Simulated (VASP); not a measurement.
# Ga2O3 (R-3c) in VASP: a series of runs

The runs below take Ga2O3 through single point, with LDA.

All numbers are computed with VASP 6.6.1; they aren't measurements. Logs are shortened: lines on timing, memory, paths and dates and some standing lists are left out, and cuts for length are marked.

### Step 1. The cell of the first run

Symmetry: R-3c, No. 167, trigonal system. The conventional cell has a = 4.950 Å, b = 4.950 Å, c = 13.306 Å, α = 90.00°, β = 90.00°, γ = 120.00°. Within 2.5 Å of Ga (site symmetry 3) lie 6 O at 1.91 to 2.06 Å. Within 2.7 Å of O (site symmetry 2) lie 4 Ga at 1.91 to 2.06 Å and 4 O at 2.60 to 2.69 Å.

### Step 2. Single point, LDA

Contents of INCAR:

```
SYSTEM = Ga2O3
PREC     = Accurate       ! precision mode
ENCUT    = 520            ! plane-wave cutoff, eV
EDIFF    = 1E-6           ! SCF threshold, eV
ISMEAR   = 0              ! smearing method
SIGMA    = 0.02           ! smearing width, eV
LREAL    = .False.        ! projectors in reciprocal space
LASPH    = .True.         ! aspherical terms in the spheres
NELM     = 100            ! most SCF steps
ALGO     = Normal         ! electronic algorithm
ISIF     = 2              ! what is computed and relaxed
LWAVE    = .False.        ! write WAVECAR
LCHARG   = .False.        ! write CHGCAR
NBANDS   = 55             ! bands
```

Contents of KPOINTS:

```
regular mesh
0
Gamma
  6 6 6
  0 0 0
```

Contents of POSCAR:

```
Ga2O3
1.0
    2.4749585608      1.4289179913      4.4352344477
   -2.4749585608      1.4289179913      4.4352344477
    0.0000000000     -2.8578359827      4.4352344477
Ga O
4 6
Direct
    0.8557775357      0.8557775357      0.8557775357
    0.6442224643      0.6442224643      0.6442224643
    0.1442224643      0.1442224643      0.1442224643
    0.3557775357      0.3557775357      0.3557775357
    0.0527598063      0.4472401937      0.7500000000
    0.7500000000      0.0527598063      0.4472401937
    0.4472401937      0.7500000000      0.0527598063
    0.9472401937      0.5527598063      0.2500000000
    0.2500000000      0.9472401937      0.5527598063
    0.5527598063      0.2500000000      0.9472401937
```

Potentials or basis: VASP PAW LDA potentials, release 64 (Ga_d, O).

On the command line:

```sh
$ cat potpaw_LDA.64/Ga_d/POTCAR potpaw_LDA.64/O/POTCAR > POTCAR
$ mpirun -np 1 vasp_std > vasp.out
```

OUTCAR:

```text
SYSTEM = Ga2O3
   PREC = Accurate
   ENCUT = 520
   EDIFF = 1E-6
   ISMEAR = 0
   LREAL = .False.
   LASPH = .True.
   NELM = 100
   ISIF = 2

 ion  position               nearest neighbor table
   1  0.856  0.856  0.856-  10 1.91   9 1.91   8 1.91   5 2.06   7 2.06   6 2.06   2 2.81   3 2.92
                             3 2.92   3 2.92
   2  0.644  0.644  0.644-   9 1.91  10 1.91   8 1.91   5 2.06   6 2.06   7 2.06   1 2.81   4 2.92
                             4 2.92   4 2.92
   3  0.144  0.144  0.144-   7 1.91   6 1.91   5 1.91   8 2.06  10 2.06   9 2.06   4 2.81   1 2.92
                             1 2.92   1 2.92
   4  0.356  0.356  0.356-   6 1.91   7 1.91   5 1.91   8 2.06   9 2.06  10 2.06   3 2.81   2 2.92
                             2 2.92   2 2.92
   5  0.053  0.447  0.750-   3 1.91   4 1.91   1 2.06   2 2.06
   6  0.750  0.053  0.447-   4 1.91   3 1.91   2 2.06   1 2.06
   7  0.447  0.750  0.053-   3 1.91   4 1.91   1 2.06   2 2.06
   8  0.947  0.553  0.250-   1 1.91   2 1.91   3 2.06   4 2.06
   9  0.250  0.947  0.553-   2 1.91   1 1.91   4 2.06   3 2.06
  10  0.553  0.250  0.947-   1 1.91   2 1.91   3 2.06   4 2.06

  LATTYP: Found a trigonal (rhomboedric) cell.
 ALAT       =     5.2762231861
 COS(alpha) =     0.5599322498

  Lattice vectors:

 A1 = (   2.4749585608,   1.4289179913,   4.4352344477)
 A2 = (  -2.4749585608,   1.4289179913,   4.4352344477)
 A3 = (   0.0000000000,  -2.8578359827,   4.4352344477)

Analysis of symmetry for initial positions (statically):
=====================================================================
 Subroutine PRICEL returns:
 Original cell was already a primitive cell.

 Routine SETGRP: Setting up the symmetry group for a
 trigonal (rhombohedral) supercell.

 Subroutine GETGRP returns: Found 12 space group operations
 (whereof  6 operations were pure point group operations)
 out of a pool of 12 trial point group operations.

The static configuration has the point symmetry S_6 .
 The point group associated with its full space group is D_3d.

Analysis of symmetry for dynamics (positions and initial velocities):
=====================================================================
 Subroutine PRICEL returns:
 Original cell was already a primitive cell.

 Routine SETGRP: Setting up the symmetry group for a
 trigonal (rhombohedral) supercell.

 Subroutine GETGRP returns: Found 12 space group operations
 (whereof  6 operations were pure point group operations)
 out of a pool of 12 trial point group operations.

The dynamic configuration has the point symmetry S_6 .
 The point group associated with its full space group is D_3d.

 Subroutine INISYM returns: Found 12 space group operations
 (whereof  6 operations are pure point group operations),
 and found     1 'primitive' translations

----------------------------------------------------------------------------------------

                                     Primitive cell

  volume of cell :      94.1116

  direct lattice vectors                    reciprocal lattice vectors
     2.474958561  1.428917991  4.435234448     0.202023585  0.116638371  0.075155741
    -2.474958561  1.428917991  4.435234448    -0.202023585  0.116638371  0.075155741
     0.000000000 -2.857835983  4.435234448     0.000000000 -0.233276742  0.075155741

  length of vectors
     5.276223186  5.276223186  5.276223186     0.245084524  0.245084524  0.245084524

  position of ions in fractional coordinates (direct lattice)
     0.855777536  0.855777536  0.855777536
     0.644222464  0.644222464  0.644222464
     0.144222464  0.144222464  0.144222464
     0.355777536  0.355777536  0.355777536
     0.052759806  0.447240194  0.750000000
     0.750000000  0.052759806  0.447240194
     0.447240194  0.750000000  0.052759806
     0.947240194  0.552759806  0.250000000
     0.250000000  0.947240194  0.552759806
     0.552759806  0.250000000  0.947240194

  ion indices of the primitive-cell ions
   primitive index   ion index
                 1           1
                 2           2
                 3           3
                 4           4
                 5           5
                 6           6
                 7           7
                 8           8
                 9           9
                10          10

----------------------------------------------------------------------------------------

 KPOINTS: regular mesh

Automatic generation of k-mesh.
 Grid dimensions read from file:
 generate k-points for:    6    6    6

 Generating k-lattice:

  Cartesian coordinates                     Fractional coordinates (reciprocal lattice)
     0.033670597  0.019439728  0.012525957     0.166666667  0.000000000  0.000000000
    -0.033670597  0.019439728  0.012525957     0.000000000  0.166666667  0.000000000
     0.000000000 -0.038879457  0.012525957     0.000000000  0.000000000  0.166666667

  Length of vectors
     0.040847421  0.040847421  0.040847421

  Shift w.r.t. Gamma in fractional coordinates (k-lattice)
     0.000000000  0.000000000  0.000000000

 Subroutine IBZKPT returns following result:
 ===========================================

 Found     32 irreducible k-points:

 Following reciprocal coordinates:
            Coordinates               Weight
  0.000000  0.000000  0.000000      1.000000
  0.166667 -0.000000 -0.000000      6.000000
  0.333333  0.000000 -0.000000      6.000000
  0.500000  0.000000  0.000000      3.000000
  0.166667  0.166667 -0.000000      6.000000
  0.333333  0.166667  0.000000     12.000000
[... 16 lines left out ...]
  0.500000  0.500000  0.166667      6.000000
 -0.333333  0.500000  0.166667     12.000000
 [... further k-points ...]
   k-points           NKPTS =     32   k-points in BZ     NKDIM =     32   number of bands    NBANDS=     55
   number of dos      NEDOS =    301   number of ions     NIONS =     10
   total plane-waves  NPLWV =  64000
   dimension x,y,z NGX =    40 NGY =   40 NGZ =   40
   dimension x,y,z NGXF=    80 NGYF=   80 NGZF=   80
   ions per type =               4   6
   NGX,Y,Z   is equivalent  to a cutoff of  12.60, 12.60, 12.60 a.u.
   NGXF,Y,Z  is equivalent  to a cutoff of  25.21, 25.21, 25.21 a.u.
 SYSTEM =  Ga2O3
   PREC   = accura    normal or accurate (medium, high low for compatibility)
   ISTART =      0    job   : 0-new  1-cont  2-samecut
   ICHARG =      2    charge: 1-file 2-atom 10-const
   ISPIN  =      1    spin polarized calculation?
   LNONCOLLINEAR =      F non collinear calculations
   LSORBIT =      F    spin-orbit coupling
   LASPH  =      T    aspherical Exc in radial PAW
   ENCUT  =  520.0 eV  38.22 Ry    6.18 a.u.   9.81  9.81  9.81*2*pi/ulx,y,z
   NELM   =    100;   NELMIN=  2; NELMDL= -5     # of ELM steps
   EDIFF  = 0.1E-05   stopping-criterion for ELM
   LREAL  =      F    real-space projection
   EDIFFG = 0.1E-04   stopping-criterion for IOM
   NSW    =      0    number of steps for IOM
   IBRION =     -1    ionic relax: 0-MD 1-quasi-New 2-CG
   NFREE  =      0    steps in history (QN), initial steepest desc. (CG)
   ISIF   =      2    stress and relaxation
   ISYM   =      2    0-nonsym 1-usesym 2-fastsym
   POTIM  = 0.5000    time-step for ionic-motion
   TEBEG  =    0.0;   TEEND  =   0.0 temperature during run
   PSTRESS=    0.0 pullay stress
   NELECT =      88.0000    total number of electrons
   NUPDOWN=      -1.0000    fix difference up-down
   EMIN   =  10.00;   EMAX   =-10.00  energy-range for DOS
   EFERMI =   0.00;   METHOD = LEGACY
   ISMEAR =     0;   SIGMA  =   0.02  broadening in eV -4-tet -1-fermi 0-gaus
   EFERMI_NEDOS =   21; number of points for ismear=-14 and -15
   IALGO  =     38    algorithm
   IMIX   =      4    mixing-type and parameters
     AMIX     =   0.40;   BMIX     =  1.00
     AMIX_MAG =   1.60;   BMIX_MAG =  1.00
  volume/ion in A,a.u.               =       9.41        63.51
  Fermi-wavevector in a.u.,A,eV,Ry     =   1.600865  3.025196 34.868584  2.562769
  Thomas-Fermi vector in A             =   2.697934
   LORBIT       =      0    0 simple, 1 ext, 2 COOP (PROOUT), +10 PAW based schemes
   GGA     = CA    functional components
   LHFCALC =     F    Hartree Fock is set to
   AEXX    =    0.0000 exact exchange contribution
   IVDW    =     0    specifies the selected vdW correction
   LEPSILON=     F    determine dielectric tensor
   LRPA    =     F    only Hartree local field effects (RPA)
 non-spin polarized calculation
 Gauss-broadening in eV      SIGMA  =   0.02
  energy-cutoff  :      520.00
  volume of cell :       94.11
 maximum number of plane-waves:      2554
   NGX = 19   NGY = 19   NGZ = 19

 number of electron      87.9999986 magnetization

 Free energy of the ion-electron system (eV)
  ---------------------------------------------------
  ext. energy  EPLUGINS =         0.00000000
  ---------------------------------------------------
  free energy    TOTEN  =       -68.26615072 eV

  energy without entropy =      -68.26615072  energy(sigma->0) =      -68.26615072

 E-fermi :   4.7319     XC(G=0): -12.8974

 val. band max:        4.5501712927   @ k =  -0.1667   0.1667   0.0000
 cond. band min:       7.6074367377   @ k =   0.0000   0.0000   0.0000
 fundamental gap:      3.0572654450
 Fermi energy:         4.7318866433

 k-point     1 :       0.0000    0.0000    0.0000
  band No.  band energies     occupation
      1     -14.4706      2.00000
      2     -12.2933      2.00000
      3     -12.2933      2.00000
      4     -12.2376      2.00000
      5     -12.2187      2.00000
      6     -12.2187      2.00000
[... 47 lines left out ...]
     54      15.6559      0.00000
     55      16.9558      0.00000

 k-point     2 :       0.1667   -0.0000   -0.0000
  band No.  band energies     occupation
      1     -14.3350      2.00000
      2     -12.4205      2.00000
      3     -12.3035      2.00000
      4     -12.2965      2.00000
      5     -12.2352      2.00000
      6     -12.2054      2.00000
[... 1268 lines left out ...]
 k-point    24 :      -0.3333    0.5000    0.1667
  band No.  band energies     occupation
      1     -13.3455      2.00000
      2     -13.0036      2.00000
      3     -12.6667      2.00000
      4     -12.5291      2.00000
      5     -12.2700      2.00000
      6     -12.2324      2.00000
[... 47 lines left out ...]
     54      16.5643      0.00000
     55      16.8974      0.00000

 [... further k-points ...]

------------------------ aborting loop because EDIFF is reached ----------------------------------------

  FORCE on cell =-STRESS in cart. coord.  units (eV):
  Direction    XX          YY          ZZ          XY          YZ          ZX
  --------------------------------------------------------------------------------------
  -------------------------------------------------------------------------------------
  Total        1.3434955      1.3434955      1.0521054      0.0000000     -0.0000000     -0.0000000
  in kB       22.8719789     22.8719789     17.9112859      0.0000000     -0.0000000     -0.0000000
  external PRESSURE =      21.2184146 kB  Pullay stress =       0.0000000 kB

 VOLUME and BASIS-vectors are now :
 -----------------------------------------------------------------------------
  energy-cutoff  :      520.00
  volume of cell :       94.11
      direct lattice vectors                 reciprocal lattice vectors
     2.474958561  1.428917991  4.435234448     0.202023585  0.116638371  0.075155741
    -2.474958561  1.428917991  4.435234448    -0.202023585  0.116638371  0.075155741
     0.000000000 -2.857835983  4.435234448     0.000000000 -0.233276742  0.075155741

 POSITION                                       TOTAL-FORCE (eV/Angst)
 -----------------------------------------------------------------------------------
      0.00000     -0.00000     11.38672         0.000000      0.000000     -0.018691
      0.00000     -0.00000      8.57183         0.000000     -0.000000      0.018691
      0.00000     -0.00000      1.91898         0.000000     -0.000000      0.018691
      0.00000     -0.00000      4.73387         0.000000      0.000000     -0.018691
     -0.97632     -1.42892      5.54404        -0.023850      0.000000      0.000000
      1.72564     -0.13106      5.54404         0.011925     -0.020654      0.000000
     -0.74932      1.55998      5.54404         0.011925      0.020654      0.000000
      0.97632      1.42892      7.76166         0.023850      0.000000      0.000000
     -1.72564      0.13106      7.76166        -0.011925      0.020654      0.000000
      0.74932     -1.55998      7.76166        -0.011925     -0.020654      0.000000
 -----------------------------------------------------------------------------------
    total drift:                               -0.000000     -0.000000     -0.000000

  FREE ENERGIE OF THE ION-ELECTRON SYSTEM (eV)
  ---------------------------------------------------
  free  energy   TOTEN  =       -68.2661507215 eV

  energy  without entropy=      -68.2661507215  energy(sigma->0) =      -68.26615072
```

Run time: 4.7 min. Hardware: 1 thread of AMD EPYC 7R13, shared host; peak memory 0.24 GiB.

What came out:

```
Free energy            : -68.2662 eV
Pressure               : 2.1 GPa
Largest force          : 0.024 eV/Å
Band gap on the k mesh : 3.06 eV (least direct gap 3.33 eV)
```

Forces in eV/Å, atoms in the order of the input:
```
Ga   0.000  0.000 -0.019
Ga   0.000  0.000  0.019
Ga   0.000  0.000  0.019
Ga   0.000  0.000 -0.019
O   -0.024  0.000  0.000
O    0.012 -0.021  0.000
O    0.012  0.021  0.000
O    0.024  0.000  0.000
O   -0.012  0.021  0.000
O   -0.012 -0.021  0.000
```

Levels at points of the mesh, in eV from the valence-band top:
| k point | band 40 | band 41 | band 42 | band 43 | band 44 | band 45 | band 46 | band 47 | band 48 | band 49 |
| --- | --- | --- | --- | --- | --- | --- | --- | --- | --- | --- |
| (0.00, 0.00, 0.00) | -0.36 | -0.32 | -0.32 | -0.28 | -0.28 | 3.06 | 6.74 | 6.81 | 8.93 | 10.24 |
| (0.50, 0.00, 0.00) | -1.24 | -1.04 | -1.04 | -0.16 | -0.16 | 6.55 | 6.55 | 6.83 | 6.83 | 9.86 |
| (0.50, 0.50, 0.00) | -1.09 | -0.90 | -0.71 | -0.25 | -0.15 | 6.74 | 6.88 | 7.63 | 7.87 | 8.79 |
| (0.50, 0.50, 0.50) | -1.55 | -0.31 | -0.31 | -0.31 | -0.31 | 6.03 | 6.03 | 7.90 | 7.90 | 9.40 |

A k mesh can miss the band edges.

### Step 3. Single point, LDA

This run uses another cell than the first one, of 9.74 Å³/atom.

Contents of INCAR:

```
PREC = Accurate ; ENCUT = 520
EDIFF = 1E-6 ; ISMEAR = 0
SIGMA = 0.1 ; LREAL = F
LASPH = T ; NELM = 80
ALGO = Normal ; ISIF = 2
LWAVE = F ; LCHARG = F
GGA = CA ; NBANDS = 55
```

Contents of KPOINTS:

```
regular mesh
0
Gamma
  6 6 6
```

Contents of POSCAR:

```
Ga2O3
1.0
    2.4997250000      1.4432169000      4.5003166700
   -2.4997250000      1.4432169000      4.5003166700
    0.0000000000     -2.8864338000      4.5003166700
Ga O
4 6
Direct
    0.8559600000      0.8559600000      0.8559600000
    0.6440400000      0.6440400000      0.6440400000
    0.1440400000      0.1440400000      0.1440400000
    0.3559600000      0.3559600000      0.3559600000
    0.0526000000      0.4474000000      0.7500000000
    0.7500000000      0.0526000000      0.4474000000
    0.4474000000      0.7500000000      0.0526000000
    0.9474000000      0.5526000000      0.2500000000
    0.2500000000      0.9474000000      0.5526000000
    0.5526000000      0.2500000000      0.9474000000
```

Potentials or basis: VASP PAW LDA potentials, release 64 (Ga_d, O).

On the command line:

```sh
$ cat potpaw_LDA.64/Ga_d/POTCAR potpaw_LDA.64/O/POTCAR > POTCAR
$ mpirun -np 1 vasp_std > vasp.out
```

Run time: 4.5 min. Hardware: 1 thread of AMD EPYC 7R13, shared host; peak memory 0.24 GiB.

Results (log left out):

```yaml
Free_energy: -68.2267 eV
Pressure: -5.7 GPa
Largest_force: 0.080 eV/Å
Band_gap_on_the_k_mesh: 2.68 eV (least direct gap 2.93 eV)
```

Forces on the atoms (eV/Å):
```
Ga   0.000  0.000 -0.080
Ga   0.000  0.000  0.080
Ga   0.000  0.000  0.080
Ga   0.000  0.000 -0.080
O   -0.023  0.000  0.000
O    0.011 -0.020  0.000
O    0.011  0.020  0.000
O    0.023  0.000  0.000
O   -0.011  0.020  0.000
O   -0.011 -0.020  0.000
```

Stress tensor (GPa, compression positive):
```
-5.41  0.00  0.00
 0.00 -5.41  0.00
 0.00  0.00 -6.31
```

Levels at points of the mesh, in eV from the valence-band top:
| k point | band 40 | band 41 | band 42 | band 43 | band 44 | band 45 | band 46 | band 47 | band 48 | band 49 |
| --- | --- | --- | --- | --- | --- | --- | --- | --- | --- | --- |
| (0.00, 0.00, 0.00) | -0.36 | -0.31 | -0.31 | -0.25 | -0.25 | 2.68 | 6.40 | 6.59 | 8.63 | 9.92 |
| (0.50, 0.00, 0.00) | -1.22 | -1.00 | -1.00 | -0.16 | -0.16 | 6.20 | 6.20 | 6.51 | 6.51 | 9.63 |
| (0.50, 0.50, 0.00) | -1.03 | -0.87 | -0.72 | -0.26 | -0.15 | 6.35 | 6.53 | 7.34 | 7.48 | 8.53 |
| (0.50, 0.50, 0.50) | -1.50 | -0.30 | -0.30 | -0.30 | -0.30 | 5.69 | 5.69 | 7.57 | 7.57 | 9.16 |

Caveat: the cell stands under tension.
